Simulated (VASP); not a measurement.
Input of a VASP 6.6.1 run:

The input INCAR:

```
ALGO = Normal
EDIFF = 1E-6
ENCUT = 600
GGA = PS
GGA_COMPAT = False
ISIF = 2
ISMEAR = -4
ISPIN = 2
LASPH = True
LCHARG = False
LORBIT = 11
LREAL = False
LWAVE = False
MAGMOM = 0 0 0 0 0
NBANDS = 33
NELM = 200
PREC = Accurate
SIGMA = 0.1
```

KPOINTS

```
k-points
0
Gamma
  2 2 2
```

Contents of POSCAR:

```
KZnF3
1.0
    4.0474167900      0.0000000000      0.0000000000
    0.0000000000      4.0474167900      0.0000000000
    0.0000000000      0.0000000000      4.0474167900
K Zn F
1 1 3
Direct
    0.0000000000      0.0000000000      0.0000000000
    0.5000000000      0.5000000000      0.5000000000
    0.0000000000      0.5000000000      0.5000000000
    0.5000000000      0.0000000000      0.5000000000
    0.5000000000      0.5000000000      0.0000000000
```

Potentials or basis: VASP PAW PBE potentials, release 64 (K_sv, Zn, F).

Launch:

```console
$ cat potpaw_PBE.64/K_sv/POTCAR potpaw_PBE.64/Zn/POTCAR potpaw_PBE.64/F/POTCAR > POTCAR
$ mpirun -np 1 vasp_std > vasp.out
```

Q: What does it give for the band gap on the k mesh?

A: 3.65 eV (least direct gap 5.50 eV).

Q: Estimate the net moment.

A: 0.00 μB per cell.

Caveat: the k points lie up to 0.78 Å⁻¹ apart. A k mesh can miss the band edges.
